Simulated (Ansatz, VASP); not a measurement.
**One calculation of SiC, two programs**

```xyz
2
Lattice="0.0000 2.1781 2.1781 2.1781 0.0000 2.1781 2.1781 2.1781 0.0000" Properties=species:S:1:pos:R:3 pbc="T T T"
Si    0.0577    0.0577    0.0577
C     3.2672    3.2672    3.2672
```

Change from the starting cell: all Si atoms moved -0.100 Å, as atom 1 towards its neighbour atom 2 (C) at 1.886 Å.

Alike in both runs: task single point; functional r2SCAN; k mesh 10 × 10 × 10; occupations gaussian, width 0.05 eV; no spin polarisation.

|  | VASP | Ansatz |
| --- | --- | --- |
| version | VASP 6.6.1 | Ansatz 0.2.0 |
| potentials or method | VASP PAW PBE potentials, release 64 (Si, C), cutoff 660 eV | scalar-relativistic, plane waves, PAW |
| valence electrons in the cell | 8 | 8 |

```tsv
	VASP	Ansatz	Ansatz less VASP
gap on the k mesh at the Fermi level (eV)	1.16	1.14	-0.012
least direct gap on the mesh (eV)	4.86	4.84	-0.014
pressure (GPa)	0.6	1.0	+0.41
traceless stress, the component that is largest in VASP (GPa)	-2.48	-2.51	-0.028
rms of the force components (eV/Å)	0.919	0.921	+0.0016
```

VASP's potentials were made for PBE, not for r2SCAN. Atom by atom the forces differ by 0.002 eV/Å (rms over components). With one functional, cell and mesh, what is left measures potentials, basis and numerics.
